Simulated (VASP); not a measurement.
# W (Im-3m) in VASP: single point with LDA

Aim: the single point of W with LDA.

Everything below comes from runs of VASP 6.6.1. Logs are shortened: lines on timing, memory, paths and dates and some standing lists are left out, and cuts for length are marked.

## Step 1: The cell of the first run

It takes space group Im-3m (No. 229, cubic). Conventional cell: a = 3.184 Å, b = 3.184 Å, c = 3.184 Å, α = 90.00°, β = 90.00°, γ = 90.00°. W (site symmetry m-3m) has 14 W at 2.76 to 3.18 Å within 3.6 Å.

## Step 2: Single point, LDA

POSCAR

```
W
1.0
   -1.5917776925      1.5917776925      1.5917776925
    1.5917776925     -1.5917776925      1.5917776925
    1.5917776925      1.5917776925     -1.5917776925
W
1
Direct
    0.0000000000      0.0000000000      0.0000000000
```

INCAR.step1

```
SYSTEM = W
PREC = Accurate ; ENCUT = 520
EDIFF = 1E-6 ; ISMEAR = 0
SIGMA = 0.1 ; LREAL = .False.
LASPH = .True. ; NELM = 60
ALGO = Normal ; ISIF = 2
LWAVE = .False. ; LCHARG = .True.
LMAXMIX = 4 ; GGA = CA
NBANDS = 13
```

KPOINTS.step1

```
Automatic mesh
0
Gamma
  18 18 18
  0 0 0
```

INCAR.step2

```
SYSTEM = W
PREC = Accurate ; ENCUT = 520
EDIFF = 1E-6 ; ISMEAR = -5
SIGMA = 0.1 ; LREAL = .False.
LASPH = .True. ; NELM = 60
ALGO = Normal ; ISIF = 2
LWAVE = .False. ; LCHARG = .False.
LMAXMIX = 4 ; GGA = CA
LORBIT = 11 ; NEDOS = 1001
ICHARG = 11
```

KPOINTS.step2

```
Automatic mesh
0
Gamma
  27 27 27
  0 0 0
```

Potentials or basis: VASP PAW LDA potentials, release 64 (W_sv).

Launch:

```
$ cat potpaw_LDA.64/W_sv/POTCAR > POTCAR
$ cp INCAR.step1 INCAR
$ cp KPOINTS.step1 KPOINTS
$ mpirun -np 1 vasp_std > vasp.out
$ cp INCAR.step2 INCAR
$ cp KPOINTS.step2 KPOINTS
$ mpirun -np 1 vasp_std > vasp.out
```

OUTCAR:

```text
SYSTEM = W
   PREC = Accurate
   ENCUT = 520
   EDIFF = 1E-6
   ISMEAR = -5
   LREAL = .False.
   LASPH = .True.
   NELM = 60
   ISIF = 2
   GGA = CA
   LORBIT = 11
   ICHARG = 11

 ion  position               nearest neighbor table
   1  0.000  0.000  0.000-

  LATTYP: Found a body centered cubic cell.
 ALAT       =     3.1835553850

  Lattice vectors:

 A1 = (  -1.5917776925,   1.5917776925,   1.5917776925)
 A2 = (   1.5917776925,  -1.5917776925,   1.5917776925)
 A3 = (   1.5917776925,   1.5917776925,  -1.5917776925)

Analysis of symmetry for initial positions (statically):
=====================================================================
 Subroutine PRICEL returns:
 Original cell was already a primitive cell.

 Routine SETGRP: Setting up the symmetry group for a
 body centered cubic supercell.

 Subroutine GETGRP returns: Found 48 space group operations
 (whereof 48 operations were pure point group operations)
 out of a pool of 48 trial point group operations.

The static configuration has the point symmetry O_h .

Analysis of symmetry for dynamics (positions and initial velocities):
=====================================================================
 Subroutine PRICEL returns:
 Original cell was already a primitive cell.

 Routine SETGRP: Setting up the symmetry group for a
 body centered cubic supercell.

 Subroutine GETGRP returns: Found 48 space group operations
 (whereof 48 operations were pure point group operations)
 out of a pool of 48 trial point group operations.

The dynamic configuration has the point symmetry O_h .

 Subroutine INISYM returns: Found 48 space group operations
 (whereof 48 operations are pure point group operations),
 and found     1 'primitive' translations

----------------------------------------------------------------------------------------

                                     Primitive cell

  volume of cell :      16.1327

  direct lattice vectors                    reciprocal lattice vectors
    -1.591777693  1.591777693  1.591777693     0.000000000  0.314114215  0.314114215
     1.591777693 -1.591777693  1.591777693     0.314114215  0.000000000  0.314114215
     1.591777693  1.591777693 -1.591777693     0.314114215  0.314114215  0.000000000

  length of vectors
     2.757039838  2.757039838  2.757039838     0.444224583  0.444224583  0.444224583

  position of ions in fractional coordinates (direct lattice)
     0.000000000  0.000000000  0.000000000

  ion indices of the primitive-cell ions
   primitive index   ion index
                 1           1

----------------------------------------------------------------------------------------

 KPOINTS: Automatic mesh

Automatic generation of k-mesh.
 Grid dimensions read from file:
 generate k-points for:   27   27   27

 Generating k-lattice:

  Cartesian coordinates                     Fractional coordinates (reciprocal lattice)
     0.000000000  0.011633860  0.011633860     0.037037037  0.000000000  0.000000000
     0.011633860  0.000000000  0.011633860     0.000000000  0.037037037  0.000000000
     0.011633860  0.011633860  0.000000000     0.000000000  0.000000000  0.037037037

  Length of vectors
     0.016452762  0.016452762  0.016452762

  Shift w.r.t. Gamma in fractional coordinates (k-lattice)
     0.000000000  0.000000000  0.000000000

 TETIRR: Found  23679 inequivalent tetrahedra from   118098

 Subroutine IBZKPT returns following result:
 ===========================================

 Found    560 irreducible k-points:

 Following reciprocal coordinates:
            Coordinates               Weight
  0.000000  0.000000  0.000000      1.000000
  0.037037  0.000000  0.000000     12.000000
  0.074074  0.000000  0.000000     12.000000
  0.111111  0.000000  0.000000     12.000000
  0.148148  0.000000  0.000000     12.000000
  0.185185  0.000000  0.000000     12.000000
[... 16 lines left out ...]
  0.333333  0.037037  0.000000     48.000000
  0.370370  0.037037  0.000000     48.000000
 [... further k-points ...]
   k-points           NKPTS =    560   k-points in BZ     NKDIM =    560   number of bands    NBANDS=     11
   number of dos      NEDOS =   1001   number of ions     NIONS =      1
   total plane-waves  NPLWV =  13824
   dimension x,y,z NGX =    24 NGY =   24 NGZ =   24
   dimension x,y,z NGXF=    48 NGYF=   48 NGZF=   48
   ions per type =               1
   NGX,Y,Z   is equivalent  to a cutoff of  14.47, 14.47, 14.47 a.u.
   NGXF,Y,Z  is equivalent  to a cutoff of  28.94, 28.94, 28.94 a.u.
 SYSTEM =  W
   PREC   = accura    normal or accurate (medium, high low for compatibility)
   ISTART =      0    job   : 0-new  1-cont  2-samecut
   ICHARG =     11    charge: 1-file 2-atom 10-const
   ISPIN  =      1    spin polarized calculation?
   LNONCOLLINEAR =      F non collinear calculations
   LSORBIT =      F    spin-orbit coupling
   LASPH  =      T    aspherical Exc in radial PAW
   ENCUT  =  520.0 eV  38.22 Ry    6.18 a.u.   5.13  5.13  5.13*2*pi/ulx,y,z
   NELM   =     60;   NELMIN=  2; NELMDL=  0     # of ELM steps
   EDIFF  = 0.1E-05   stopping-criterion for ELM
   LREAL  =      F    real-space projection
   EDIFFG = 0.1E-04   stopping-criterion for IOM
   NSW    =      0    number of steps for IOM
   IBRION =     -1    ionic relax: 0-MD 1-quasi-New 2-CG
   NFREE  =      0    steps in history (QN), initial steepest desc. (CG)
   ISIF   =      2    stress and relaxation
   ISYM   =      2    0-nonsym 1-usesym 2-fastsym
   POTIM  = 0.5000    time-step for ionic-motion
   TEBEG  =    0.0;   TEEND  =   0.0 temperature during run
   PSTRESS=    0.0 pullay stress
   NELECT =      14.0000    total number of electrons
   NUPDOWN=      -1.0000    fix difference up-down
   EMIN   =  10.00;   EMAX   =-10.00  energy-range for DOS
   EFERMI =   0.00;   METHOD = LEGACY
   ISMEAR =    -5;   SIGMA  =   0.10  broadening in eV -4-tet -1-fermi 0-gaus
   EFERMI_NEDOS =   21; number of points for ismear=-14 and -15
   IALGO  =     38    algorithm
   IMIX   =      4    mixing-type and parameters
     AMIX     =   0.40;   BMIX     =  1.00
     AMIX_MAG =   1.60;   BMIX_MAG =  1.00
  volume/ion in A,a.u.               =      16.13       108.87
  Fermi-wavevector in a.u.,A,eV,Ry     =   1.561523  2.950851 33.175828  2.438355
  Thomas-Fermi vector in A             =   2.664576
   LORBIT       =     11    0 simple, 1 ext, 2 COOP (PROOUT), +10 PAW based schemes
   GGA     = CA    functional components
   LHFCALC =     F    Hartree Fock is set to
   AEXX    =    0.0000 exact exchange contribution
   IVDW    =     0    specifies the selected vdW correction
   LEPSILON=     F    determine dielectric tensor
   LRPA    =     F    only Hartree local field effects (RPA)
 non-spin polarized calculation
 Fermi weights with tetrahedron method with Bloechl corrections
  energy-cutoff  :      520.00
  volume of cell :       16.13
 maximum number of plane-waves:       450
 NGX is ok and might be reduce to    24

 number of electron      14.0000002 magnetization

 Free energy of the ion-electron system (eV)
  ---------------------------------------------------
  ext. energy  EPLUGINS =         0.00000000
  ---------------------------------------------------
  free energy    TOTEN  =       -14.08014613 eV

  energy without entropy =      -14.08014613  energy(sigma->0) =      -14.08014613

 E-fermi :  11.0948     XC(G=0): -13.7312

 val. band max:       11.1539030966   @ k =   0.4074   0.0370   0.0370
 cond. band min:      11.0088158169   @ k =  -0.1481   0.1852   0.1111
 fundamental gap:     -0.1450872796
 Fermi energy:        11.0947563038

 k-point     1 :       0.0000    0.0000    0.0000
  band No.  band energies     occupation
      1     -62.7084      2.00000
      2     -26.5421      2.00000
      3     -26.5421      2.00000
      4     -26.5421      2.00000
      5       1.6118      2.00000
      6       9.8300      2.00000
      7       9.8300      2.00000
      8       9.8300      2.00000
      9      13.2039      0.00000
     10      13.2040      0.00000
     11      25.5995      0.00000

 k-point     2 :       0.0370    0.0000    0.0000
  band No.  band energies     occupation
      1     -62.7067      2.00000
      2     -26.5601      2.00000
      3     -26.5477      2.00000
      4     -26.5422      2.00000
      5       1.6776      2.00000
      6       9.7903      2.00000
      7       9.8224      2.00000
      8       9.8930      2.00000
      9      13.1383      0.00000
     10      13.2044      0.00000
     11      25.6564      0.00000

 k-point     3 :       0.0741    0.0000    0.0000
  band No.  band energies     occupation
      1     -62.7017      2.00000
      2     -26.6130      2.00000
      3     -26.5643      2.00000
      4     -26.5424      2.00000
      5       1.8720      2.00000
      6       9.6753      2.00000
      7       9.7939      2.00000
      8      10.0810      2.00000
      9      12.9679      0.00000
     10      13.2070      0.00000
     11      25.8148      0.00000

 k-point     4 :       0.1111    0.0000    0.0000
  band No.  band energies     occupation
      1     -62.6936      2.00000
      2     -26.6972      2.00000
      3     -26.5908      2.00000
      4     -26.5428      2.00000
      5       2.1852      2.00000
      6       9.4970      2.00000
      7       9.7299      2.00000
      8      10.3912      2.00095
      9      12.7590      0.00000
     10      13.2159      0.00000
     11      26.0375      0.00000

 k-point     5 :       0.1481    0.0000    0.0000
  band No.  band energies     occupation
      1     -62.6828      2.00000
      2     -26.8073      2.00000
      3     -26.6258      2.00000
      4     -26.5433      2.00000
      5       2.5997      2.00000
      6       9.2720      2.00000
      7       9.6169      2.00000
      8      10.8189      2.03161
      9      12.5879      0.00000
     10      13.2362      0.00000
     11      26.2443      0.00000
[... 211 lines left out ...]
 k-point    21 :       0.2593    0.0370   -0.0000
  band No.  band energies     occupation
      1     -62.6328      2.00000
      2     -27.2936      2.00000
      3     -26.7833      2.00000
      4     -26.5527      2.00000
      5       4.3736      2.00000
      6       8.3732      2.00000
      7       9.2095      2.00000
      8      12.6383      0.00000
      9      13.2020      0.00000
     10      13.5228      0.00000
     11      25.3709      0.00000

 k-point    22 :       0.2963    0.0370    0.0000
  band No.  band energies     occupation
      1     -62.6186      2.00000
      2     -27.4255      2.00000
      3     -26.8288      2.00000
      4     -26.5535      2.00000
      5       4.7157      2.00000
      6       8.1444      2.00000
      7       9.4001      2.00000
      8      12.8171      0.00000
      9      13.6301      0.00000
     10      14.0237      0.00000
     11      24.6754      0.00000

 k-point    23 :       0.3333    0.0370    0.0000
  band No.  band energies     occupation
      1     -62.6057      2.00000
      2     -27.5429      2.00000
      3     -26.8697      2.00000
      4     -26.5543      2.00000
      5       4.9091      2.00000
      6       7.9469      2.00000
      7       9.8033      2.00000
      8      12.9938      0.00000
      9      13.7463      0.00000
     10      14.8717      0.00000
     11      23.9812      0.00000

 k-point    24 :       0.3704    0.0370    0.0000
  band No.  band energies     occupation
      1     -62.5949      2.00000
      2     -27.6402      2.00000
      3     -26.9038      2.00000
      4     -26.5549      2.00000
      5       4.9817      2.00000
      6       7.7872      2.00000
      7      10.3624      2.00505
      8      13.1250      0.00000
      9      13.8679      0.00000
     10      15.6941      0.00000
     11      23.2892      0.00000

 [... further k-points ...]

------------------------ aborting loop because EDIFF is reached ----------------------------------------

  FORCE on cell =-STRESS in cart. coord.  units (eV):
  Direction    XX          YY          ZZ          XY          YZ          ZX
  --------------------------------------------------------------------------------------
  -------------------------------------------------------------------------------------
  Total       -1.2668041     -1.2668041     -1.2668041      0.0000000      0.0000000      0.0000000
  in kB     -125.8093152   -125.8093152   -125.8093152      0.0000000      0.0000000      0.0000000
  external PRESSURE =    -125.8093152 kB  Pullay stress =       0.0000000 kB

 VOLUME and BASIS-vectors are now :
 -----------------------------------------------------------------------------
  energy-cutoff  :      520.00
  volume of cell :       16.13
      direct lattice vectors                 reciprocal lattice vectors
    -1.591777693  1.591777693  1.591777693     0.000000000  0.314114215  0.314114215
     1.591777693 -1.591777693  1.591777693     0.314114215  0.000000000  0.314114215
     1.591777693  1.591777693 -1.591777693     0.314114215  0.314114215  0.000000000

 POSITION                                       TOTAL-FORCE (eV/Angst)
 -----------------------------------------------------------------------------------
      0.00000      0.00000      0.00000         0.000000      0.000000      0.000000
 -----------------------------------------------------------------------------------
    total drift:                                0.000000      0.000000      0.000000

  FREE ENERGIE OF THE ION-ELECTRON SYSTEM (eV)
  ---------------------------------------------------
  free  energy   TOTEN  =       -14.0801461307 eV

  energy  without entropy=      -14.0801461307  energy(sigma->0) =      -14.08014613

 total charge

# of ion       s       p       d       tot
------------------------------------------
    1        2.400   6.327   3.357  12.084
```

It took 50 s on 1 thread of AMD EPYC 9R45 (Zen 5), shared host; peak memory 0.22 GiB.

Results:

```
Valence electrons inside the program's atomic spheres : W 12.08
```

Levels at points of the mesh, in eV from the Fermi level:
```csv
k point,band 4,band 5,band 6,band 7,band 8,band 9,band 10,band 11
"(0.00, 0.00, 0.00)",-37.64,-9.48,-1.26,-1.26,-1.26,2.11,2.11,14.50
```

Caveat: spin-orbit coupling is left out, which moves the levels of the heavy elements; tetrahedron occupations give inexact forces and stress in metals.
